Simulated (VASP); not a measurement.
CdTe, 2 atoms in the cell. Symmetry: F-43m, No. 216, cubic system. The conventional cell has a = 6.424 Å, b = 6.424 Å, c = 6.424 Å, α = 90.00°, β = 90.00°, γ = 90.00°. Cd (site symmetry -43m) has 4 Te at 2.78 Å within 3.7 Å. Te (site symmetry -43m) has 4 Cd at 2.78 Å within 3.7 Å.  This cell differs from its parent crystal: volume scaled by 0.970.

- Program: VASP 6.6.1
- Task: vibrations by perturbation theory
- Functional: PBEsol
- Potentials or basis: VASP PAW PBE potentials, release 64 (Cd, Te)
- Cutoff: 520 eV
- k mesh: 6 × 6 × 6
- Occupations: gaussian, width 0.01 eV
- Spin: no spin polarisation
- Dipole correction: no
- Further INCAR settings: ALGO = Normal; EDIFF = 1e-08; NBANDS = 16; IBRION = 8; NSW = 1

Potentials or basis: VASP PAW PBE potentials, release 64 (Cd, Te).

Command:

```sh
$ cat potpaw_PBE.64/Cd/POTCAR potpaw_PBE.64/Te/POTCAR > POTCAR
$ mpirun -np 1 vasp_std > vasp.out
```

Hardware: 1 thread of Intel(R) Xeon(R) Platinum 8488C (Sapphire Rapids) (shared host).

Task: Estimate the wall time of this run.

Result: It took 2 min on 1 thread of Intel(R) Xeon(R) Platinum 8488C (Sapphire Rapids) (shared host), peak memory 0.31 GiB. Counts: scf iterations 43, k points 16.
